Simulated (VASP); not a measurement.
Write the native input for VASP 6.6.1 that does the following.

| Quantity | Value |
| --- | --- |
| Task | single point |
| Functional | LDA |
| Potentials or basis | VASP PAW LDA potentials, release 64 (Ni, Ge_d) |
| Cutoff | 520 eV |
| k mesh | 12 × 12 × 12 |
| Occupations | gaussian, width 0.15 eV |
| Spin | collinear spin |
| Starting moments | [0.125, 0.125, 0.125, 0.0] μB |
| Fixed moment | 0.375 μB |
| Dipole correction | no |
| Further INCAR settings | ALGO = Normal; EDIFF = 1e-06; NBANDS = 34 |

The structure of Ni3Ge lies in POSCAR:

```
Ni3Ge
1.0
    3.4886992114      0.0000000000      0.0000000000
    0.0000000000      3.4886992114      0.0000000000
    0.0000000000      0.0000000000      3.4886992114
Ni Ge
3 1
Direct
    0.5000000000      0.0000000000      0.5000000000
    0.0000000000      0.5000000000      0.5000000000
    0.5000000000      0.5000000000      0.0000000000
    0.0000000000      0.0000000000      0.0000000000
```

One way to write it, as run:

INCAR

```
SYSTEM = Ni3Ge
PREC     = Accurate       ! precision mode
ENCUT    = 520            ! plane-wave cutoff, eV
EDIFF    = 1E-6           ! SCF threshold, eV
ISMEAR   = 0              ! smearing method
SIGMA    = 0.15           ! smearing width, eV
LREAL    = .False.        ! projectors in reciprocal space
LASPH    = .True.         ! aspherical terms in the spheres
NELM     = 150            ! most SCF steps
ALGO     = Normal         ! electronic algorithm
ISIF     = 2              ! what is computed and relaxed
LWAVE    = .False.        ! write WAVECAR
LCHARG   = .False.        ! write CHGCAR
ISPIN    = 2              ! spin polarisation
MAGMOM   = 0.125 0.125 0.125 0 ! initial moments
LORBIT   = 11             ! projections on sites
NUPDOWN  = 0.375          ! fixed moment
LMAXMIX  = 4              ! l up to which the mixer works
GGA      = CA             ! functional
NBANDS   = 34             ! bands
```

KPOINTS

```
regular mesh
0
Gamma
  12 12 12
  0 0 0
```

Potentials or basis: VASP PAW LDA potentials, release 64 (Ni, Ge_d).

Run with:

```console
$ cat potpaw_LDA.64/Ni/POTCAR potpaw_LDA.64/Ge_d/POTCAR > POTCAR
$ mpirun -np 1 vasp_std > vasp.out
```

It gave:

```
Pressure                                              : 0.7 GPa
Net moment                                            : 0.38 μB per cell
Site moments                                          : Ni +0.12; Ge -0.00 μB
Valence electrons inside the program's atomic spheres : Ni 9.53; Ge 12.54
```

Caveat: the total moment is fixed, so each spin has its own Fermi level and the state may be an excited one.

It took 2.3 min on 1 thread of AMD EPYC 9R14 (Zen 4), with other jobs on the host, peak memory 0.25 GiB.
